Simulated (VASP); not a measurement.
# ZrVOs3 (Pm-3m) in VASP: further runs

Runs on ZrVOs3. Level: r2SCAN. Tasks: single point, relaxation of cell and atoms.

Everything below comes from runs of VASP 6.6.1. Logs are shortened: lines on timing, memory, paths and dates and some standing lists are left out, and cuts for length are marked.

### 1 The cell of the first run

The structure is cubic, space group Pm-3m (No. 221). The conventional cell has a = 4.445 Å, b = 4.445 Å, c = 4.445 Å, α = 90.00°, β = 90.00°, γ = 90.00°. Zr (site symmetry m-3m) has 12 Os at 3.14 Å and 8 V at 3.85 Å within 4.1 Å. V (site symmetry m-3m) has 6 Os at 2.22 Å within 2.9 Å. Within 2.9 Å of Os (site symmetry 4/mmm) lie 2 V at 2.22 Å.

### 2 Single point, r2SCAN

Contents of POSCAR:

```
ZrVOs3
1.0
    4.4454548418      0.0000000000      0.0000000000
    0.0000000000      4.4454548418      0.0000000000
    0.0000000000      0.0000000000      4.4454548418
Zr V Os
1 1 3
Direct
    0.0000000000      0.0000000000      0.0000000000
    0.5000000000      0.5000000000      0.5000000000
    0.0000000000      0.5000000000      0.5000000000
    0.5000000000      0.0000000000      0.5000000000
    0.5000000000      0.5000000000      0.0000000000
```

Contents of INCAR.step1:

```
SYSTEM = ZrVOs3
  PREC = Accurate
  ENCUT = 620
  ISMEAR = 0
  SIGMA = 0.1
  LREAL = .FALSE.
  LASPH = .TRUE.
  NELM = 120
  NBANDS = 44
  GGA = PE
  ALGO = Normal
  EDIFF = 1E-5
  LWAVE = .TRUE.
  LCHARG = .FALSE.
  GGA_COMPAT = .FALSE.
```

Contents of INCAR.step2:

```
SYSTEM = ZrVOs3
  PREC = Accurate
  ENCUT = 620
  EDIFF = 1E-6
  ISMEAR = 0
  SIGMA = 0.1
  LREAL = .FALSE.
  LASPH = .TRUE.
  NELM = 120
  ALGO = Normal
  ISIF = 2
  LWAVE = .FALSE.
  LCHARG = .FALSE.
  METAGGA = R2SCAN
  LMIXTAU = .TRUE.
  NBANDS = 44
  ISTART = 1
  GGA_COMPAT = .FALSE.
```

Contents of KPOINTS:

```
Automatic mesh
0
G
  4 4 4
  0 0 0
```

Potentials or basis: VASP PAW PBE potentials, release 64 (Zr_sv, V_sv, Os_sv_GW).

Run with:

```console
$ cat potpaw_PBE.64/Zr_sv/POTCAR potpaw_PBE.64/V_sv/POTCAR potpaw_PBE.64/Os_sv_GW/POTCAR > POTCAR
$ cp INCAR.step1 INCAR
$ mpirun -np 1 vasp_std > vasp.out
$ cp INCAR.step2 INCAR
$ mpirun -np 1 vasp_std > vasp.out
```

OUTCAR:

```text
SYSTEM = ZrVOs3
   PREC = Accurate
   ENCUT = 620
   EDIFF = 1E-6
   ISMEAR = 0
   LREAL = .FALSE.
   LASPH = .TRUE.
   NELM = 120
   ISIF = 2
   METAGGA = R2SCAN
   ISTART = 1

 ion  position               nearest neighbor table
   1  0.000  0.000  0.000-   3 3.14   4 3.14   5 3.14   3 3.14   4 3.14   3 3.14   5 3.14   3 3.14
                             4 3.14   5 3.14   4 3.14   5 3.14
   2  0.500  0.500  0.500-   3 2.22   4 2.22   5 2.22   5 2.22   4 2.22   3 2.22
   3  0.000  0.500  0.500-   2 2.22   2 2.22   4 3.14   5 3.14   1 3.14   5 3.14   1 3.14   4 3.14
                             1 3.14   1 3.14   4 3.14   5 3.14   5 3.14   4 3.14
   4  0.500  0.000  0.500-   2 2.22   2 2.22   3 3.14   5 3.14   1 3.14   5 3.14   1 3.14   3 3.14
                             5 3.14   5 3.14   1 3.14   3 3.14   1 3.14   3 3.14
   5  0.500  0.500  0.000-   2 2.22   2 2.22   3 3.14   4 3.14   1 3.14   3 3.14   4 3.14   1 3.14
                             4 3.14   4 3.14   1 3.14   3 3.14   3 3.14   1 3.14

  LATTYP: Found a simple cubic cell.
 ALAT       =     4.4454548418

  Lattice vectors:

 A1 = (   4.4454548418,   0.0000000000,   0.0000000000)
 A2 = (   0.0000000000,   4.4454548418,   0.0000000000)
 A3 = (   0.0000000000,   0.0000000000,   4.4454548418)

Analysis of symmetry for initial positions (statically):
=====================================================================
 Subroutine PRICEL returns:
 Original cell was already a primitive cell.

 Routine SETGRP: Setting up the symmetry group for a
 simple cubic supercell.

 Subroutine GETGRP returns: Found 48 space group operations
 (whereof 48 operations were pure point group operations)
 out of a pool of 48 trial point group operations.

The static configuration has the point symmetry O_h .

Analysis of symmetry for dynamics (positions and initial velocities):
=====================================================================
 Subroutine PRICEL returns:
 Original cell was already a primitive cell.

 Routine SETGRP: Setting up the symmetry group for a
 simple cubic supercell.

 Subroutine GETGRP returns: Found 48 space group operations
 (whereof 48 operations were pure point group operations)
 out of a pool of 48 trial point group operations.

The dynamic configuration has the point symmetry O_h .

 Subroutine INISYM returns: Found 48 space group operations
 (whereof 48 operations are pure point group operations),
 and found     1 'primitive' translations

----------------------------------------------------------------------------------------

                                     Primitive cell

  volume of cell :      87.8514

  direct lattice vectors                    reciprocal lattice vectors
     4.445454842  0.000000000  0.000000000     0.224948860  0.000000000  0.000000000
     0.000000000  4.445454842  0.000000000     0.000000000  0.224948860  0.000000000
     0.000000000  0.000000000  4.445454842     0.000000000  0.000000000  0.224948860

  length of vectors
     4.445454842  4.445454842  4.445454842     0.224948860  0.224948860  0.224948860

  position of ions in fractional coordinates (direct lattice)
     0.000000000  0.000000000  0.000000000
     0.500000000  0.500000000  0.500000000
     0.000000000  0.500000000  0.500000000
     0.500000000  0.000000000  0.500000000
     0.500000000  0.500000000  0.000000000

  ion indices of the primitive-cell ions
   primitive index   ion index
                 1           1
                 2           2
                 3           3
                 4           4
                 5           5

----------------------------------------------------------------------------------------

 KPOINTS: Automatic mesh

Automatic generation of k-mesh.
 Grid dimensions read from file:
 generate k-points for:    4    4    4

 Generating k-lattice:

  Cartesian coordinates                     Fractional coordinates (reciprocal lattice)
     0.056237215  0.000000000  0.000000000     0.250000000  0.000000000  0.000000000
     0.000000000  0.056237215  0.000000000     0.000000000  0.250000000  0.000000000
     0.000000000  0.000000000  0.056237215     0.000000000  0.000000000  0.250000000

  Length of vectors
     0.056237215  0.056237215  0.056237215

  Shift w.r.t. Gamma in fractional coordinates (k-lattice)
     0.000000000  0.000000000  0.000000000

 Subroutine IBZKPT returns following result:
 ===========================================

 Found     10 irreducible k-points:

 Following reciprocal coordinates:
            Coordinates               Weight
  0.000000  0.000000  0.000000      1.000000
  0.250000  0.000000  0.000000      6.000000
  0.500000  0.000000  0.000000      3.000000
  0.250000  0.250000  0.000000     12.000000
  0.500000  0.250000  0.000000     12.000000
  0.500000  0.500000  0.000000      3.000000
  0.250000  0.250000  0.250000      8.000000
  0.500000  0.250000  0.250000     12.000000
  0.500000  0.500000  0.250000      6.000000
  0.500000  0.500000  0.500000      1.000000
   k-points           NKPTS =     10   k-points in BZ     NKDIM =     10   number of bands    NBANDS=     44
   number of dos      NEDOS =    301   number of ions     NIONS =      5
   total plane-waves  NPLWV =  46656
   dimension x,y,z NGX =    36 NGY =   36 NGZ =   36
   dimension x,y,z NGXF=    72 NGYF=   72 NGZF=   72
   ions per type =               1   1   3
   NGX,Y,Z   is equivalent  to a cutoff of  13.46, 13.46, 13.46 a.u.
   NGXF,Y,Z  is equivalent  to a cutoff of  26.93, 26.93, 26.93 a.u.
 SYSTEM =  ZrVOs3
   PREC   = accura    normal or accurate (medium, high low for compatibility)
   ISTART =      1    job   : 0-new  1-cont  2-samecut
   ICHARG =      0    charge: 1-file 2-atom 10-const
   ISPIN  =      1    spin polarized calculation?
   LNONCOLLINEAR =      F non collinear calculations
   LSORBIT =      F    spin-orbit coupling
   LASPH  =      T    aspherical Exc in radial PAW
   ENCUT  =  620.0 eV  45.57 Ry    6.75 a.u.   9.03  9.03  9.03*2*pi/ulx,y,z
   NELM   =    120;   NELMIN=  2; NELMDL=  0     # of ELM steps
   EDIFF  = 0.1E-05   stopping-criterion for ELM
   LREAL  =      F    real-space projection
   EDIFFG = 0.1E-04   stopping-criterion for IOM
   NSW    =      0    number of steps for IOM
   IBRION =     -1    ionic relax: 0-MD 1-quasi-New 2-CG
   NFREE  =      0    steps in history (QN), initial steepest desc. (CG)
   ISIF   =      2    stress and relaxation
   ISYM   =      2    0-nonsym 1-usesym 2-fastsym
   POTIM  = 0.5000    time-step for ionic-motion
   TEBEG  =    0.0;   TEEND  =   0.0 temperature during run
   PSTRESS=    0.0 pullay stress
   NELECT =      73.0000    total number of electrons
   NUPDOWN=      -1.0000    fix difference up-down
   EMIN   =  10.00;   EMAX   =-10.00  energy-range for DOS
   EFERMI =   0.00;   METHOD = LEGACY
   ISMEAR =     0;   SIGMA  =   0.10  broadening in eV -4-tet -1-fermi 0-gaus
   EFERMI_NEDOS =   21; number of points for ismear=-14 and -15
   IALGO  =     38    algorithm
   IMIX   =      4    mixing-type and parameters
     AMIX     =   0.40;   BMIX     =  1.00
     AMIX_MAG =   1.60;   BMIX_MAG =  1.00
  volume/ion in A,a.u.               =      17.57       118.57
  Fermi-wavevector in a.u.,A,eV,Ry     =   1.539098  2.908473 32.229785  2.368822
  Thomas-Fermi vector in A             =   2.645374
   LORBIT       =      0    0 simple, 1 ext, 2 COOP (PROOUT), +10 PAW based schemes
   METAGGA = R2SCAN    functional components
   LHFCALC =     F    Hartree Fock is set to
   AEXX    =    0.0000 exact exchange contribution
   IVDW    =     0    specifies the selected vdW correction
   LEPSILON=     F    determine dielectric tensor
   LRPA    =     F    only Hartree local field effects (RPA)
 non-spin polarized calculation
 Gauss-broadening in eV      SIGMA  =   0.10
  energy-cutoff  :      620.00
  volume of cell :       87.85
 maximum number of plane-waves:      3112
   NGX = 19   NGY = 19   NGZ = 19

 number of electron      73.0000010 magnetization

 Free energy of the ion-electron system (eV)
  ---------------------------------------------------
  ext. energy  EPLUGINS =         0.00000000
  ---------------------------------------------------
  free energy    TOTEN  =      -194.80218943 eV

  energy without entropy =     -194.78080881  energy(sigma->0) =     -194.79149912

 E-fermi :  10.0559     XC(G=0): -13.6287

 val. band max:       10.0209346185   @ k =   0.2500   0.2500   0.0000
 cond. band min:      10.1512278664   @ k =   0.5000   0.5000   0.0000
 fundamental gap:      0.1302932480
 Fermi energy:        10.0558633474

 k-point     1 :       0.0000    0.0000    0.0000
  band No.  band energies     occupation
      1     -78.0041      2.00000
      2     -77.9862      2.00000
      3     -77.9862      2.00000
      4     -57.1937      2.00000
      5     -41.6437      2.00000
      6     -37.4105      2.00000
[... 36 lines left out ...]
     43      13.1111      0.00000
     44      13.1111      0.00000

 k-point     2 :       0.2500    0.0000    0.0000
  band No.  band energies     occupation
      1     -78.0019      2.00000
      2     -77.9883      2.00000
      3     -77.9860      2.00000
      4     -57.1987      2.00000
      5     -41.6440      2.00000
      6     -37.4057      2.00000
[... 36 lines left out ...]
     43      13.1290      0.00000
     44      13.2127      0.00000

 k-point     3 :       0.5000    0.0000    0.0000
  band No.  band energies     occupation
      1     -77.9982      2.00000
      2     -77.9921      2.00000
      3     -77.9861      2.00000
      4     -57.2038      2.00000
      5     -41.6442      2.00000
      6     -37.4010      2.00000
[... 318 lines left out ...]
     43      11.5527      0.00000
     44      11.5527      0.00000

 k-point    10 :       0.5000    0.5000    0.5000
  band No.  band energies     occupation
      1     -77.9922      2.00000
      2     -77.9922      2.00000
      3     -77.9922      2.00000
      4     -57.2242      2.00000
      5     -41.6423      2.00000
      6     -37.2418      2.00000
[... 36 lines left out ...]
     43      11.5833      0.00000
     44      11.5833      0.00000

------------------------ aborting loop because EDIFF is reached ----------------------------------------

  FORCE on cell =-STRESS in cart. coord.  units (eV):
  Direction    XX          YY          ZZ          XY          YZ          ZX
  --------------------------------------------------------------------------------------
  -------------------------------------------------------------------------------------
  Total        0.2281950      0.2281950      0.2281950      0.0000000      0.0000000      0.0000000
  in kB        4.1616741      4.1616741      4.1616741      0.0000000      0.0000000      0.0000000
  external PRESSURE =       4.1616741 kB  Pullay stress =       0.0000000 kB

 VOLUME and BASIS-vectors are now :
 -----------------------------------------------------------------------------
  energy-cutoff  :      620.00
  volume of cell :       87.85
      direct lattice vectors                 reciprocal lattice vectors
     4.445454842  0.000000000  0.000000000     0.224948860  0.000000000  0.000000000
     0.000000000  4.445454842  0.000000000     0.000000000  0.224948860  0.000000000
     0.000000000  0.000000000  4.445454842     0.000000000  0.000000000  0.224948860

 POSITION                                       TOTAL-FORCE (eV/Angst)
 -----------------------------------------------------------------------------------
      0.00000      0.00000      0.00000         0.000000      0.000000      0.000000
      2.22273      2.22273      2.22273         0.000000      0.000000      0.000000
      0.00000      2.22273      2.22273         0.000000      0.000000      0.000000
      2.22273      0.00000      2.22273         0.000000      0.000000      0.000000
      2.22273      2.22273      0.00000         0.000000      0.000000      0.000000
 -----------------------------------------------------------------------------------
    total drift:                                0.000000      0.000000      0.000000

  FREE ENERGIE OF THE ION-ELECTRON SYSTEM (eV)
  ---------------------------------------------------
  free  energy   TOTEN  =      -194.8021894287 eV

  energy  without entropy=     -194.7808088104  energy(sigma->0) =     -194.79149912
```

Wall time 4.5 min (1 thread of Intel Xeon Platinum 8259CL at 2.50GHz (Skylake/Cascade Lake), shared host); peak memory 0.25 GiB.

Results:

```
Free energy            : -194.8022 eV
Pressure               : 0.4 GPa
Band gap on the k mesh : zero (an odd number of electrons rules out a gap without spin polarisation)
```

Caveat: the PAW data sets were made with another functional, which shifts forces and pressure a little; spin-orbit coupling is left out, which moves the levels of the heavy elements.

### 3 Relaxation of cell and atoms, r2SCAN

POSCAR is that of step 2.

Contents of INCAR.step1:

```
ALGO     = Normal         # electronic algorithm
EDIFF    = 1E-4           # SCF threshold, eV
ENCUT    = 600            # plane-wave cutoff, eV
GGA      = PE             # functional
ISMEAR   = 0              # smearing method
LASPH    = True           # aspherical terms in the spheres
LCHARG   = False          # write CHGCAR
LREAL    = False          # projectors in reciprocal space
LWAVE    = True           # write WAVECAR
NELM     = 80             # most SCF steps
PREC     = Accurate       # precision mode
SIGMA    = 0.1            # smearing width, eV
```

Contents of INCAR.step2:

```
ALGO     = Normal         # electronic algorithm
EDIFF    = 1E-6           # SCF threshold, eV
EDIFFG   = -0.01          # ionic threshold
ENCUT    = 600            # plane-wave cutoff, eV
IBRION   = 2              # ionic algorithm
ISIF     = 3              # what is computed and relaxed
ISMEAR   = 0              # smearing method
ISTART   = 1            
LASPH    = True           # aspherical terms in the spheres
LCHARG   = False          # write CHGCAR
LMIXTAU  = True         
LREAL    = False          # projectors in reciprocal space
LWAVE    = False          # write WAVECAR
METAGGA  = R2SCAN         # meta-GGA
NELM     = 80             # most SCF steps
NSW      = 100            # ionic steps
PREC     = Accurate       # precision mode
SIGMA    = 0.1            # smearing width, eV
```

Contents of KPOINTS:

```
k-points
0
Gamma
  8 8 8
```

Potentials or basis: VASP PAW PBE potentials, release 64 (Zr_sv, V_sv, Os).

Run with:

```console
$ cat potpaw_PBE.64/Zr_sv/POTCAR potpaw_PBE.64/V_sv/POTCAR potpaw_PBE.64/Os/POTCAR > POTCAR
$ cp INCAR.step1 INCAR
$ mpirun -np 1 vasp_std > vasp.out
$ cp INCAR.step2 INCAR
$ mpirun -np 1 vasp_std > vasp.out
```

Wall time 21 min (1 thread of Intel Xeon 8259CL, shared host); peak memory 0.32 GiB.

Results (log left out):

```yaml
Free_energy: -191.6519 eV
Relaxed_volume: 17.69 Å³/atom
Relaxed_cell: a = 4.456 Å, b = 4.456 Å, c = 4.456 Å, α = 90.00°, β = 90.00°, γ = 90.00°
Space_group_after_relaxing_to_0.1_Å: Pm-3m (No. 221)
Energy_gained_by_relaxing: 0.6 meV/atom
Ionic_steps: 3
Pressure_after_relaxing: 0.0 GPa
Band_gap_on_the_k_mesh: zero (an odd number of electrons rules out a gap without spin polarisation)
```

Step by step:
| step | energy change (eV) | largest force (eV/Å) | pressure (GPa) | volume (Å³) |
| --- | --- | --- | --- | --- |
| 1 | 0.0000 | 0.0000 | 1.54 | 87.85 |
| 2 | 0.0147 | 0.0000 | -3.57 | 90.02 |
| 3 | -0.0029 | 0.0000 | 0.01 | 88.47 |

Final structure:
```
CELL_PARAMETERS angstrom
4.45590 0.00000 0.00000
0.00000 4.45590 0.00000
0.00000 0.00000 4.45590
ATOMIC_POSITIONS crystal
Zr 0.00000 0.00000 0.00000
V 0.50000 0.50000 0.50000
Os 0.00000 0.50000 0.50000
Os 0.50000 0.00000 0.50000
Os 0.50000 0.50000 0.00000
```

Levels at points of the mesh, in eV from the Fermi level:
| k point | band 23 | band 24 | band 25 | band 26 | band 27 | band 28 |
| --- | --- | --- | --- | --- | --- | --- |
| (0.00, 0.00, 0.00) | 0.66 | 0.89 | 0.92 | 0.92 | 0.92 | 1.60 |
| (0.50, 0.00, 0.00) | -1.42 | -0.96 | 0.56 | 0.56 | 0.66 | 0.86 |
| (0.50, 0.50, 0.00) | -1.62 | -1.26 | -0.66 | 0.04 | 0.37 | 0.81 |
| (0.50, 0.50, 0.50) | -1.37 | -0.59 | -0.50 | -0.50 | 0.55 | 0.55 |

Caveat: the PAW data sets were made with another functional, which shifts forces and pressure a little; spin-orbit coupling is left out, which moves the levels of the heavy elements.

The gap in the log of VASP goes by the Fermi energy; the results here count the filled bands.